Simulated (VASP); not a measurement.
Input of a VASP 6.6.1 run:

File INCAR:

```
PREC     = Accurate       # precision mode
ENCUT    = 520            # plane-wave cutoff, eV
EDIFF    = 1E-7           # SCF threshold, eV
ISMEAR   = 0              # smearing method
SIGMA    = 0.05           # smearing width, eV
LREAL    = F              # projectors in reciprocal space
LASPH    = T              # aspherical terms in the spheres
NELM     = 80             # most SCF steps
ALGO     = Normal         # electronic algorithm
ISIF     = 2              # what is computed and relaxed
LWAVE    = F              # write WAVECAR
LCHARG   = F              # write CHGCAR
GGA      = PE             # functional
NBANDS   = 9              # bands
```

Contents of KPOINTS:

```
regular mesh
0
Gamma
  18 18 10
```

Contents of POSCAR:

```
Mg
1.0
    2.8695038085      0.0000000000      0.0000000000
   -1.4347519042      2.4850631944      0.0000000000
    0.0000000000      0.0000000000      4.6341794941
Mg
2
Direct
    0.3333333333      0.6666666667      0.2500000000
    0.6666666667      0.3333333333      0.7500000000
```

Potentials or basis: VASP PAW PBE potentials, release 64 (Mg).

Launch:

```sh
$ cat potpaw_PBE.64/Mg/POTCAR > POTCAR
$ mpirun -np 1 vasp_std > vasp.out
```

**Question.** Estimate the pressure.

**Answer.** 22.6 GPa.

**Question.** Predict the band gap on the k mesh.

**Answer.** Zero (band 2 reaches 5.58 eV, above the bottom of band 3 at 3.43 eV).

Stress tensor (GPa, compression positive):
```
22.65  0.00  0.00
 0.00 22.65  0.00
 0.00  0.00 22.57
```
